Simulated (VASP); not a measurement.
# Ag (P6_3/mmc) in VASP: relaxation of shape and atoms at fixed volume with PBEsol

Aim: the relaxation of shape and atoms at fixed volume of Ag with PBEsol.

All numbers are computed with VASP 6.6.1; they aren't measurements. Logs are shortened: lines on timing, memory, paths and dates and some standing lists are left out, and cuts for length are marked.

## 1. The cell of the first run

The structure is hexagonal, space group P6_3/mmc (No. 194). Conventional cell: a = 2.883 Å, b = 2.883 Å, c = 4.731 Å, α = 90.00°, β = 90.00°, γ = 120.00°. Ag (site symmetry -6m2) has 12 Ag at 2.88 to 2.89 Å within 3.8 Å.

This isn't the form of Ag at room conditions, which is fcc.

## 2. Relaxation of shape and atoms at fixed volume, PBEsol (17.03 Å³/atom)

Input file INCAR:

```
PREC = Accurate
ENCUT = 600
EDIFF = 1E-7
ISMEAR = -1
SIGMA = 0.15
LREAL = F
LASPH = T
NELM = 60
ALGO = Fast
ISIF = 4
LWAVE = F
LCHARG = F
GGA = PS
IBRION = 2
NSW = 80
EDIFFG = -0.001
```

Input file KPOINTS:

```
Automatic mesh
0
Gamma
  18 18 10
```

Input file POSCAR:

```
Ag
1.0
    2.8831281287      0.0000000000      0.0000000000
   -1.4415640643      2.4968622018      0.0000000000
    0.0000000000      0.0000000000      4.7314017702
Ag
2
Direct
    0.3333333333      0.6666666667      0.2500000000
    0.6666666667      0.3333333333      0.7500000000
```

Potentials or basis: VASP PAW PBE potentials, release 64 (Ag).

The run is started by

```console
> cat potpaw_PBE.64/Ag/POTCAR > POTCAR
> mpirun -np 1 vasp_std > vasp.out
```

OUTCAR:

```text
PREC = Accurate
   ENCUT = 600
   EDIFF = 1E-7
   ISMEAR = -1
   LREAL = F
   LASPH = T
   NELM = 60
   ISIF = 4
   GGA = PS
   IBRION = 2
   NSW = 80
   EDIFFG = -0.001

 ion  position               nearest neighbor table
   1  0.333  0.667  0.250-   2 2.89   2 2.89   2 2.89   2 2.89   2 2.89   2 2.89
   2  0.667  0.333  0.750-   1 2.89   1 2.89   1 2.89   1 2.89   1 2.89   1 2.89

  LATTYP: Found a hexagonal cell.
 ALAT       =     2.8831281287
 C/A-ratio  =     1.6410653842

  Lattice vectors:

 A1 = (   2.8831281287,   0.0000000000,   0.0000000000)
 A2 = (  -1.4415640643,   2.4968622018,   0.0000000000)
 A3 = (   0.0000000000,   0.0000000000,   4.7314017702)

Analysis of symmetry for initial positions (statically):
=====================================================================
 Subroutine PRICEL returns:
 Original cell was already a primitive cell.

 Routine SETGRP: Setting up the symmetry group for a
 hexagonal supercell.

 Subroutine GETGRP returns: Found 24 space group operations
 (whereof 12 operations were pure point group operations)
 out of a pool of 24 trial point group operations.

The static configuration has the point symmetry D_3d.
 The point group associated with its full space group is D_6h.

Analysis of symmetry for dynamics (positions and initial velocities):
=====================================================================
 Subroutine PRICEL returns:
 Original cell was already a primitive cell.

 Routine SETGRP: Setting up the symmetry group for a
 hexagonal supercell.

 Subroutine GETGRP returns: Found 24 space group operations
 (whereof 12 operations were pure point group operations)
 out of a pool of 24 trial point group operations.

The dynamic configuration has the point symmetry D_3d.
 The point group associated with its full space group is D_6h.

 Subroutine INISYM returns: Found 24 space group operations
 (whereof 12 operations are pure point group operations),
 and found     1 'primitive' translations

----------------------------------------------------------------------------------------

                                     Primitive cell

  volume of cell :      34.0603

  direct lattice vectors                    reciprocal lattice vectors
     2.883128129  0.000000000  0.000000000     0.346845494  0.200251339  0.000000000
    -1.441564064  2.496862202  0.000000000     0.000000000  0.400502679  0.000000000
     0.000000000  0.000000000  4.731401770     0.000000000  0.000000000  0.211353854

  length of vectors
     2.883128129  2.883128129  4.731401770     0.400502679  0.400502679  0.211353854

  position of ions in fractional coordinates (direct lattice)
     0.333333333  0.666666667  0.250000000
     0.666666667  0.333333333  0.750000000

  ion indices of the primitive-cell ions
   primitive index   ion index
                 1           1
                 2           2

----------------------------------------------------------------------------------------

 KPOINTS: Automatic mesh

Automatic generation of k-mesh.
 Grid dimensions read from file:
 generate k-points for:   18   18   10

 Generating k-lattice:

  Cartesian coordinates                     Fractional coordinates (reciprocal lattice)
     0.019269194  0.011125074  0.000000000     0.055555556  0.000000000  0.000000000
     0.000000000  0.022250149  0.000000000     0.000000000  0.055555556  0.000000000
     0.000000000  0.000000000  0.021135385     0.000000000  0.000000000  0.100000000

  Length of vectors
     0.022250149  0.022250149  0.021135385

  Shift w.r.t. Gamma in fractional coordinates (k-lattice)
     0.000000000  0.000000000  0.000000000

 Subroutine IBZKPT returns following result:
 ===========================================

 Found    222 irreducible k-points:

 Following reciprocal coordinates:
            Coordinates               Weight
  0.000000  0.000000  0.000000      1.000000
  0.055556 -0.000000  0.000000      6.000000
  0.111111 -0.000000  0.000000      6.000000
  0.166667 -0.000000  0.000000      6.000000
  0.222222  0.000000  0.000000      6.000000
  0.277778 -0.000000  0.000000      6.000000
[... 16 lines left out ...]
  0.333333  0.111111  0.000000     12.000000
  0.388889  0.111111  0.000000     12.000000
 [... further k-points ...]
   k-points           NKPTS =    222   k-points in BZ     NKDIM =    222   number of bands    NBANDS=     15
   number of dos      NEDOS =    301   number of ions     NIONS =      2
   total plane-waves  NPLWV =  23040
   dimension x,y,z NGX =    24 NGY =   24 NGZ =   40
   dimension x,y,z NGXF=    48 NGYF=   48 NGZF=   80
   ions per type =               2
   NGX,Y,Z   is equivalent  to a cutoff of  13.84, 13.84, 14.05 a.u.
   NGXF,Y,Z  is equivalent  to a cutoff of  27.68, 27.68, 28.11 a.u.
 SYSTEM =  unknown system
   PREC   = accura    normal or accurate (medium, high low for compatibility)
   ISTART =      0    job   : 0-new  1-cont  2-samecut
   ICHARG =      2    charge: 1-file 2-atom 10-const
   ISPIN  =      1    spin polarized calculation?
   LNONCOLLINEAR =      F non collinear calculations
   LSORBIT =      F    spin-orbit coupling
   LASPH  =      T    aspherical Exc in radial PAW
   ENCUT  =  600.0 eV  44.10 Ry    6.64 a.u.   5.76  5.76  9.45*2*pi/ulx,y,z
   NELM   =     60;   NELMIN=  2; NELMDL= -5     # of ELM steps
   EDIFF  = 0.1E-06   stopping-criterion for ELM
   LREAL  =      F    real-space projection
   EDIFFG = -.1E-02   stopping-criterion for IOM
   NSW    =     80    number of steps for IOM
   IBRION =      2    ionic relax: 0-MD 1-quasi-New 2-CG
   NFREE  =      1    steps in history (QN), initial steepest desc. (CG)
   ISIF   =      4    stress and relaxation
   ISYM   =      2    0-nonsym 1-usesym 2-fastsym
   POTIM  = 0.5000    time-step for ionic-motion
   TEBEG  =    0.0;   TEEND  =   0.0 temperature during run
   PSTRESS=    0.0 pullay stress
   NELECT =      22.0000    total number of electrons
   NUPDOWN=      -1.0000    fix difference up-down
   EMIN   =  10.00;   EMAX   =-10.00  energy-range for DOS
   EFERMI =   0.00;   METHOD = LEGACY
   ISMEAR =    -1;   SIGMA  =   0.15  broadening in eV -4-tet -1-fermi 0-gaus
   EFERMI_NEDOS =   21; number of points for ismear=-14 and -15
   IALGO  =     68    algorithm
   IMIX   =      4    mixing-type and parameters
     AMIX     =   0.40;   BMIX     =  1.00
     AMIX_MAG =   1.60;   BMIX_MAG =  1.00
  volume/ion in A,a.u.               =      17.03       114.93
  Fermi-wavevector in a.u.,A,eV,Ry     =   1.415141  2.674228 27.247341  2.002623
  Thomas-Fermi vector in A             =   2.536610
   LORBIT       =      0    0 simple, 1 ext, 2 COOP (PROOUT), +10 PAW based schemes
   GGA     = PS    functional components
   LHFCALC =     F    Hartree Fock is set to
   AEXX    =    0.0000 exact exchange contribution
   IVDW    =     0    specifies the selected vdW correction
   LEPSILON=     F    determine dielectric tensor
   LRPA    =     F    only Hartree local field effects (RPA)
 conjugate gradient relaxation of ions
 non-spin polarized calculation
 RMM-DIIS sequential band-by-band and
  energy-cutoff  :      600.00
  volume of cell :       34.06
 maximum number of plane-waves:      1170
 NGX is ok and might be reduce to    24
   NGX = 11   NGY = 11   NGZ = 19

 number of electron      21.9999995 magnetization

 Free energy of the ion-electron system (eV)
  ---------------------------------------------------
  ext. energy  EPLUGINS =         0.00000000
  ---------------------------------------------------
  free energy    TOTEN  =        -6.62220107 eV

  energy without entropy =       -6.58015601  energy(sigma->0) =       -6.60117854

 E-fermi :   8.2336     XC(G=0): -12.4184

 val. band max:        8.2329199004   @ k =   0.3333   0.0556   0.4000
 cond. band min:       8.2591983693   @ k =   0.1667   0.0556   0.2000
 fundamental gap:      0.0262784689
 Fermi energy:         8.2336090970

 k-point     1 :       0.0000    0.0000    0.0000
  band No.  band energies     occupation
      1       0.4085      2.00000
      2       1.8416      2.00000
      3       3.4464      2.00000
      4       3.5613      2.00000
      5       3.5613      2.00000
      6       3.7987      2.00000
      7       3.7987      2.00000
      8       4.1763      2.00000
      9       4.1763      2.00000
     10       5.1832      2.00000
     11       5.1832      2.00000
     12       7.7506      1.92315
     13      11.7618      0.00000
     14      23.9034      0.00000
     15      25.8113      0.00000

 k-point     2 :       0.0556   -0.0000    0.0000
  band No.  band energies     occupation
      1       0.4950      2.00000
      2       1.8935      2.00000
      3       3.3918      2.00000
      4       3.6077      2.00000
      5       3.6120      2.00000
      6       3.7798      2.00000
      7       3.8411      2.00000
      8       4.1334      2.00000
      9       4.1489      2.00000
     10       5.0080      2.00000
     11       5.1950      2.00000
     12       8.0291      1.59265
     13      11.7786      0.00000
     14      23.7433      0.00000
     15      25.2374      0.00000

 k-point     3 :       0.1111   -0.0000    0.0000
  band No.  band energies     occupation
      1       0.7472      2.00000
      2       2.0352      2.00000
      3       3.2879      2.00000
      4       3.6787      2.00000
      5       3.7435      2.00000
      6       3.7730      2.00000
      7       3.9648      2.00000
      8       3.9846      2.00000
      9       4.0740      2.00000
     10       4.6630      2.00000
     11       5.2248      2.00000
     12       8.7053      0.08262
     13      11.8340      0.00000
     14      22.5814      0.00000
     15      24.5843      0.00000

 k-point     4 :       0.1667   -0.0000    0.0000
  band No.  band energies     occupation
      1       1.1385      2.00000
      2       2.2155      2.00000
      3       3.1915      2.00000
      4       3.6289      2.00000
      5       3.6953      2.00000
      6       3.9369      2.00000
      7       3.9583      2.00000
      8       3.9685      2.00000
      9       4.1599      2.00000
     10       4.3808      2.00000
     11       5.2617      2.00000
     12       9.5862      0.00024
     13      11.9431      0.00000
     14      20.6481      0.00000
     15      23.3849      0.00000
[... 307 lines left out ...]
 k-point    22 :       0.2778    0.1111    0.0000
  band No.  band energies     occupation
      1       2.3161      2.00000
      2       2.4165      2.00000
      3       2.6606      2.00000
      4       3.4677      2.00000
      5       3.5092      2.00000
      6       3.7760      2.00000
      7       3.9800      2.00000
      8       4.6006      2.00000
      9       5.0260      2.00000
     10       5.2926      2.00000
     11       5.8854      2.00000
     12      13.0194      0.00000
     13      13.1055      0.00000
     14      14.8499      0.00000
     15      18.2956      0.00000

 k-point    23 :       0.3333    0.1111    0.0000
  band No.  band energies     occupation
      1       2.2030      2.00000
      2       2.4401      2.00000
      3       2.4622      2.00000
      4       3.4673      2.00000
      5       3.8154      2.00000
      6       3.8660      2.00000
      7       3.9039      2.00000
      8       4.9183      2.00000
      9       5.2339      2.00000
     10       5.2981      2.00000
     11       6.7754      1.99988
     12      12.6256      0.00000
     13      14.1279      0.00000
     14      14.2133      0.00000
     15      17.6958      0.00000

 k-point    24 :       0.3889    0.1111    0.0000
  band No.  band energies     occupation
      1       2.1217      2.00000
      2       2.3408      2.00000
      3       2.4258      2.00000
      4       3.4508      2.00000
      5       3.7830      2.00000
      6       3.9804      2.00000
      7       4.0675      2.00000
      8       5.1704      2.00000
      9       5.3007      2.00000
     10       5.3354      2.00000
     11       7.8869      1.81966
     12      11.0802      0.00000
     13      14.8583      0.00000
     14      15.2167      0.00000
     15      17.2794      0.00000

 [... further k-points ...]

------------------------ aborting loop because EDIFF is reached ----------------------------------------

  FORCE on cell =-STRESS in cart. coord.  units (eV):
  Direction    XX          YY          ZZ          XY          YZ          ZX
  --------------------------------------------------------------------------------------
  -------------------------------------------------------------------------------------
  Total       -0.5155868     -0.5155868     -0.5133537     -0.0000000      0.0000000      0.0000000
  in kB      -24.2529206    -24.2529206    -24.1478778     -0.0000000      0.0000000      0.0000000
  external PRESSURE =     -24.2179063 kB  Pullay stress =       0.0000000 kB

 VOLUME and BASIS-vectors are now :
 -----------------------------------------------------------------------------
  energy-cutoff  :      600.00
  volume of cell :       34.06
      direct lattice vectors                 reciprocal lattice vectors
     2.883128129  0.000000000  0.000000000     0.346845494  0.200251339  0.000000000
    -1.441564064  2.496862202  0.000000000     0.000000000  0.400502679  0.000000000
     0.000000000  0.000000000  4.731401770     0.000000000  0.000000000  0.211353854

 POSITION                                       TOTAL-FORCE (eV/Angst)
 -----------------------------------------------------------------------------------
     -0.00000      1.66457      1.18285        -0.000000      0.000000      0.000000
      1.44156      0.83229      3.54855         0.000000     -0.000000     -0.000000
 -----------------------------------------------------------------------------------
    total drift:                               -0.000000      0.000000     -0.000000

  FREE ENERGIE OF THE ION-ELECTRON SYSTEM (eV)
  ---------------------------------------------------
  free  energy   TOTEN  =        -6.6222010725 eV

  energy  without entropy=       -6.5801560083  energy(sigma->0) =       -6.60117854

 reached required accuracy - stopping structural energy minimisation
```

It took 41 s on 1 thread of Intel Xeon 6975P-C (Granite Rapids), shared host; peak memory 0.25 GiB.

What came out:

- Free energy: -6.6222 eV
- Pressure after relaxing: -2.4 GPa
- Band gap on the k mesh: zero (bands 11 and 12 overlap by 7.46 eV)

Final structure:
```
Ag
1.0
     2.88313    0.00000    0.00000
    -1.44156    2.49686    0.00000
     0.00000    0.00000    4.73140
Ag
2
Direct
  0.33333 0.66667 0.25000
  0.66667 0.33333 0.75000
```

Caveat: the relaxation stopped at its first step, so nothing moved; the PAW data sets were made with another functional, which shifts forces and pressure a little.
